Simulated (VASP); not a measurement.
**SiO2: relaxation of the atoms with PBE**

Crystal: SiO2.

```xyz
12
Lattice="4.9877 0.0000 0.0000 0.0000 4.9877 0.0000 0.0000 0.0000 6.9697" Properties=species:S:1:pos:R:3 pbc="T T T"
Si    1.4709    1.4709    0.0000
Si    1.0230    3.9647    1.7424
Si    3.5168    3.5168    3.4848
Si    3.9647    1.0230    5.2273
O     1.2050    0.4828    1.2176
O     2.0110    3.6989    2.9600
O     3.7827    4.5049    4.7025
O     2.9767    1.2888    6.4449
O     3.6989    2.0110    4.0097
O     4.5049    3.7827    2.2672
O     1.2888    2.9767    0.5248
O     0.4828    1.2050    5.7521
```

```
Program                : VASP 6.6.1
Task                   : relaxation of the atoms
Functional             : PBE
Potentials or basis    : VASP PAW PBE potentials, release 64 (Si, O)
Cutoff                 : 520 eV
k mesh                 : 5 × 5 × 4
Occupations            : fermi-dirac, width 0.02 eV
Spin                   : no spin polarisation
Dipole correction      : no
Further INCAR settings : ALGO = Normal; EDIFF = 1e-06; IBRION = 2; EDIFFG = -0.02; NSW = 80
```

* Energy gained by relaxing: 19.2 meV/atom
* Ionic steps: 11
* Pressure after relaxing: 1.2 GPa
* Largest force after relaxing: 0.015 eV/Å
* Band gap on the k mesh: 5.61 eV

Forces in eV/Å, atoms in the order of the input:
```
Si  -0.004 -0.004  0.000
Si   0.004 -0.004  0.000
Si   0.004  0.004  0.000
Si  -0.004  0.004  0.000
O   -0.011  0.010 -0.003
O   -0.010 -0.011 -0.003
O    0.011 -0.010 -0.003
O    0.010  0.011 -0.003
O   -0.011 -0.010  0.003
O   -0.010  0.011  0.003
O    0.011  0.010  0.003
O    0.010 -0.011  0.003
```

Stress tensor (GPa, compression positive):
```
1.33 0.00 0.00
0.00 1.33 0.00
0.00 0.00 0.82
```

The path:
```tsv
step	energy change (eV)	largest force (eV/Å)	pressure (GPa)
1	0.0000	0.6844	9.11
2	0.0549	1.5893	7.49
3	-0.0445	0.5815	8.30
4	-0.1389	0.3659	5.83
5	-0.1806	0.2724	2.86
6	-0.2029	0.2787	2.47
7	-0.2235	0.2821	1.57
8	-0.2277	0.1701	1.23
9	-0.2291	0.0393	1.34
10	-0.2294	0.0322	1.29
11	-0.2299	0.0154	1.16
```

Final structure:
```yaml
crystal:
  lattice:
    - [4.98770, 0.00000, 0.00000]
    - [0.00000, 4.98770, 0.00000]
    - [0.00000, 0.00000, 6.96970]
  atoms:
    - { symbol: Si, position: [0.30365, 0.30365, 0.00000] }
    - { symbol: Si, position: [0.19635, 0.80365, 0.25000] }
    - { symbol: Si, position: [0.69635, 0.69635, 0.50000] }
    - { symbol: Si, position: [0.80365, 0.19635, 0.75000] }
    - { symbol: O, position: [0.23788, 0.11292, 0.18321] }
    - { symbol: O, position: [0.38709, 0.73788, 0.43321] }
    - { symbol: O, position: [0.76212, 0.88709, 0.68321] }
    - { symbol: O, position: [0.61291, 0.26212, 0.93321] }
    - { symbol: O, position: [0.73788, 0.38709, 0.56679] }
    - { symbol: O, position: [0.88709, 0.76212, 0.31679] }
    - { symbol: O, position: [0.26212, 0.61291, 0.06679] }
    - { symbol: O, position: [0.11292, 0.23788, 0.81679] }
```

Levels at points of the mesh, in eV from the valence-band top:
| k point | band 29 | band 30 | band 31 | band 32 | band 33 | band 34 | band 35 | band 36 |
| --- | --- | --- | --- | --- | --- | --- | --- | --- |
| (0.00, 0.00, 0.00) | -0.66 | -0.32 | -0.32 | 0.00 | 5.61 | 8.74 | 8.74 | 9.14 |
| (0.00, 0.00, 0.50) | -0.54 | -0.54 | -0.37 | -0.37 | 6.87 | 6.87 | 9.29 | 9.29 |

Wall time 12 min on 1 thread of Oxide Virtual Turin-like Processor, on a shared host, peak memory 0.29 GiB.

Caveat: an odd mesh through Γ misses points on the zone boundary, where band edges can lie.
